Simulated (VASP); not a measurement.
# Pb (Fm-3m) in VASP: elastic constants with PBEsol

Aim: the elastic constants of Pb with PBEsol.

Everything below comes from runs of VASP 6.6.1. Logs are shortened: lines on timing, memory, paths and dates and some standing lists are left out, and cuts for length are marked.

### Step 1. The cell of the first run

The structure is cubic, space group Fm-3m (No. 225). Conventional cell: a = 4.934 Å, b = 4.934 Å, c = 4.934 Å, α = 90.00°, β = 90.00°, γ = 90.00°. Pb (site symmetry m-3m) has 12 Pb at 3.49 Å within 4.6 Å.

### Step 2. Elastic constants, PBEsol

Input file INCAR:

```
SYSTEM = Pb
PREC = Accurate
ENCUT = 600
EDIFF = 1E-8
ISMEAR = -1
SIGMA = 0.1
LREAL = .FALSE.
LASPH = .TRUE.
NELM = 80
ALGO = Normal
ISIF = 3
LWAVE = .FALSE.
LCHARG = .TRUE.
GGA = PS
IBRION = 6
NFREE = 2
POTIM = 0.015
NSW = 1
```

Input file KPOINTS:

```
regular mesh
0
G
  20 20 20
  0 0 0
```

Input file POSCAR:

```
Pb
1.0
    0.0000000000      2.4669042601      2.4669042601
    2.4669042601      0.0000000000      2.4669042601
    2.4669042601      2.4669042601      0.0000000000
Pb
1
Direct
    0.0000000000      0.0000000000      0.0000000000
```

Potentials or basis: VASP PAW PBE potentials, release 64 (Pb_d).

Launch:

```sh
$ cat potpaw_PBE.64/Pb_d/POTCAR > POTCAR
$ mpirun -np 1 vasp_std > vasp.out
```

OUTCAR:

```text
SYSTEM = Pb
   PREC = Accurate
   ENCUT = 600
   EDIFF = 1E-8
   ISMEAR = -1
   LREAL = .FALSE.
   LASPH = .TRUE.
   NELM = 80
   ISIF = 3
   GGA = PS
   IBRION = 6
   NFREE = 2
   POTIM = 0.015
   NSW = 1

 ion  position               nearest neighbor table
   1  0.000  0.000  0.000-

  LATTYP: Found a face centered cubic cell.
 ALAT       =     4.9338085202

  Lattice vectors:

 A1 = (   0.0000000000,   2.4669042601,   2.4669042601)
 A2 = (   2.4669042601,   0.0000000000,   2.4669042601)
 A3 = (   2.4669042601,   2.4669042601,   0.0000000000)

Analysis of symmetry for initial positions (statically):
=====================================================================
 Subroutine PRICEL returns:
 Original cell was already a primitive cell.

 Routine SETGRP: Setting up the symmetry group for a
 face centered cubic supercell.

 Subroutine GETGRP returns: Found 48 space group operations
 (whereof 48 operations were pure point group operations)
 out of a pool of 48 trial point group operations.

The static configuration has the point symmetry O_h .

Analysis of symmetry for dynamics (positions and initial velocities):
=====================================================================
 Subroutine PRICEL returns:
 Original cell was already a primitive cell.

 Routine SETGRP: Setting up the symmetry group for a
 face centered cubic supercell.

 Subroutine GETGRP returns: Found 48 space group operations
 (whereof 48 operations were pure point group operations)
 out of a pool of 48 trial point group operations.

The dynamic configuration has the point symmetry O_h .

 Subroutine INISYM returns: Found 48 space group operations
 (whereof 48 operations are pure point group operations),
 and found     1 'primitive' translations

----------------------------------------------------------------------------------------

                                     Primitive cell

  volume of cell :      30.0253

  direct lattice vectors                    reciprocal lattice vectors
     0.000000000  2.466904260  2.466904260    -0.202683180  0.202683180  0.202683180
     2.466904260  0.000000000  2.466904260     0.202683180 -0.202683180  0.202683180
     2.466904260  2.466904260  0.000000000     0.202683180  0.202683180 -0.202683180

  length of vectors
     3.488729462  3.488729462  3.488729462     0.351057565  0.351057565  0.351057565

  position of ions in fractional coordinates (direct lattice)
     0.000000000  0.000000000  0.000000000

  ion indices of the primitive-cell ions
   primitive index   ion index
                 1           1

----------------------------------------------------------------------------------------

 KPOINTS: regular mesh

Automatic generation of k-mesh.
 Grid dimensions read from file:
 generate k-points for:   20   20   20

 Generating k-lattice:

  Cartesian coordinates                     Fractional coordinates (reciprocal lattice)
    -0.010134159  0.010134159  0.010134159     0.050000000  0.000000000  0.000000000
     0.010134159 -0.010134159  0.010134159     0.000000000  0.050000000  0.000000000
     0.010134159  0.010134159 -0.010134159     0.000000000  0.000000000  0.050000000

  Length of vectors
     0.017552878  0.017552878  0.017552878

[... 96 lines left out ...]
  ---------------------------------------------------
  ext. energy  EPLUGINS =         0.00000000
  ---------------------------------------------------
  free energy    TOTEN  =        -4.00806921 eV

  energy without entropy =       -3.99162265  energy(sigma->0) =       -3.99984593

------------------------ aborting loop because EDIFF is reached ----------------------------------------

  FORCE on cell =-STRESS in cart. coord.  units (eV):
  Direction    XX          YY          ZZ          XY          YZ          ZX
  --------------------------------------------------------------------------------------
  -------------------------------------------------------------------------------------
  Total        0.0037881      0.0037881      0.0037881     -0.0000000     -0.0000000      0.0000000
  in kB        0.2021357      0.2021357      0.2021357     -0.0000000     -0.0000000      0.0000000
  external PRESSURE =       0.2021357 kB  Pullay stress =       0.0000000 kB
[... 86 lines left out ...]
  FREE ENERGIE OF THE ION-ELECTRON SYSTEM (eV)
  ---------------------------------------------------
  free  energy   TOTEN  =        -4.0068313981 eV

  energy  without entropy=       -3.9906436593  energy(sigma->0) =       -3.99873753

[... ionic steps 4 to 12 ...]

--------------------------------------- Ionic step       13  -------------------------------------------

 number of electron      13.9999999 magnetization

------------------------ aborting loop because EDIFF is reached ----------------------------------------
[... 65 lines left out ...]
--------------------------------------- Ionic step       15  -------------------------------------------

 number of electron      13.9999999 magnetization

 Free energy of the ion-electron system (eV)
  ---------------------------------------------------
  ext. energy  EPLUGINS =         0.00000000
  ---------------------------------------------------
  free energy    TOTEN  =        -4.00806952 eV

  energy without entropy =       -3.99162295  energy(sigma->0) =       -3.99984623

 E-fermi :   7.2449     XC(G=0): -10.3883

 val. band max:        7.2436949911   @ k =  -0.2000   0.2000   0.0500
 cond. band min:       7.2514591126   @ k =  -0.2000   0.3500   0.1500
 fundamental gap:      0.0077641214
 Fermi energy:         7.2449247375

 k-point     1 :       0.0000    0.0000    0.0000
  band No.  band energies     occupation
      1      -9.7826      2.00000
      2      -9.7826      2.00000
      3      -9.7826      2.00000
      4      -9.6366      2.00000
      5      -9.6366      2.00000
      6      -4.6243      2.00000
      7      14.7008      0.00000
      8      14.7008      0.00000
      9      14.7008      0.00000
     10      16.9816      0.00000
     11      18.6532      0.00000
[... 309 lines left out ...]
 k-point    24 :      -0.3500    0.0500    0.0000
  band No.  band energies     occupation
      1      -9.8029      2.00000
      2      -9.7597      2.00000
      3      -9.7559      2.00000
      4      -9.5472      2.00000
      5      -9.5263      2.00000
      6      -2.0600      2.00000
      7       4.8819      2.00000
      8      12.3098      0.00000
      9      13.3083      0.00000
     10      16.3831      0.00000
     11      17.3444      0.00000

 [... further k-points ...]

------------------------ aborting loop because EDIFF is reached ----------------------------------------

  FORCE on cell =-STRESS in cart. coord.  units (eV):
  Direction    XX          YY          ZZ          XY          YZ          ZX
  --------------------------------------------------------------------------------------
  -------------------------------------------------------------------------------------
  Total        0.0038212      0.0038212      0.0038212      0.0000000     -0.0000000     -0.0000000
  in kB        0.2039018      0.2039018      0.2039018      0.0000000     -0.0000000     -0.0000000
  external PRESSURE =       0.2039018 kB  Pullay stress =       0.0000000 kB
[... 16 lines left out ...]
  FREE ENERGIE OF THE ION-ELECTRON SYSTEM (eV)
  ---------------------------------------------------
  free  energy   TOTEN  =        -4.0080695170 eV

  energy  without entropy=       -3.9916229523  energy(sigma->0) =       -3.99984623

 INTERNAL STRAIN TENSORS FROM STRAINED CELLS
 ============================================

 INTERNAL STRAIN TENSOR FOR ION    1 for displacements in x,y,z  (eV/Angst):
          X           Y           Z          XY          YZ          ZX
  --------------------------------------------------------------------------------
  x    -0.00000     0.00000    -0.00000     0.00000     0.00000     0.00000
  y     0.00000     0.00000     0.00000     0.00000     0.00000     0.00000
  z    -0.00000     0.00000     0.00000    -0.00000     0.00000     0.00000

 INTERNAL STRAIN TENSORS FROM DISPLACED ATOMS
 ============================================

 INTERNAL STRAIN TENSOR FOR ION    1 for displacements in x,y,z  (eV/Angst):
          X           Y           Z          XY          YZ          ZX
  --------------------------------------------------------------------------------
  x     0.00000     0.00000     0.00000     0.00000     0.00000     0.00000
  y     0.00000     0.00000     0.00000     0.00000     0.00000     0.00000
  z     0.00000     0.00000     0.00000     0.00000     0.00000     0.00000

 Eigenvectors and eigenvalues of the dynamical matrix
 ----------------------------------------------------

   1 f/i=    0.000000 THz     0.000000 2PiTHz    0.000000 cm-1     0.000000 meV
             X         Y         Z           dx          dy          dz
      0.000000  0.000000  0.000000     0.000000    1.000000    0.000000

   2 f/i=    0.000000 THz     0.000000 2PiTHz    0.000000 cm-1     0.000000 meV
             X         Y         Z           dx          dy          dz
      0.000000  0.000000  0.000000     1.000000    0.000000    0.000000

   3 f/i=    0.000000 THz     0.000000 2PiTHz    0.000000 cm-1     0.000000 meV
             X         Y         Z           dx          dy          dz
      0.000000  0.000000  0.000000     0.000000    0.000000    1.000000

--------------------------------------------------------------------------------------------------------

 ELASTIC MODULI CONTR FROM IONIC RELAXATION (kBar)
 Direction    XX          YY          ZZ          XY          YZ          ZX
 --------------------------------------------------------------------------------
 XX           0.0000      0.0000      0.0000      0.0000      0.0000      0.0000
 YY           0.0000      0.0000      0.0000      0.0000      0.0000      0.0000
 ZZ           0.0000      0.0000      0.0000      0.0000      0.0000      0.0000
 XY           0.0000      0.0000      0.0000      0.0000      0.0000      0.0000
 YZ           0.0000      0.0000      0.0000      0.0000      0.0000      0.0000
 ZX           0.0000      0.0000      0.0000      0.0000      0.0000      0.0000
 --------------------------------------------------------------------------------

 TOTAL ELASTIC MODULI (kBar)
 Direction    XX          YY          ZZ          XY          YZ          ZX
 --------------------------------------------------------------------------------
 XX         549.3246    440.7456    440.7456     -0.0000      0.0000      0.0000
 YY         440.7456    549.3246    440.7456      0.0000      0.0000     -0.0000
 ZZ         440.7456    440.7456    549.3246      0.0000     -0.0000     -0.0000
 XY          -0.0000      0.0000      0.0000    198.3761      0.0000      0.0000
 YZ           0.0000      0.0000     -0.0000      0.0000    198.3761      0.0000
 ZX           0.0000     -0.0000     -0.0000      0.0000      0.0000    198.3761
 --------------------------------------------------------------------------------
```

Wall time 1.8 h (1 thread of Oxide Virtual Turin-like, shared host); peak memory 1.3 GiB.

What came out:

| Item | Value |
| --- | --- |
| Elastic constants C11, C12, C44 | 55, 44, 20 GPa |
| Voigt bulk modulus | 48 GPa |

Elastic tensor in Voigt notation (GPa, in the Cartesian axes of the cell as first typed):
```
55 44 44  0  0  0
44 55 44  0  0  0
44 44 55  0  0  0
 0  0  0 20  0  0
 0  0  0  0 20  0
 0  0  0  0  0 20
```

Clamped-ion elastic tensor (GPa):
```
55 44 44  0  0  0
44 55 44  0  0  0
44 44 55  0  0  0
 0  0  0 20  0  0
 0  0  0  0 20  0
 0  0  0  0  0 20
```

Caveat: the PAW data sets were made with another functional, which shifts forces and pressure a little; spin-orbit coupling is left out, which moves the levels of the heavy elements.
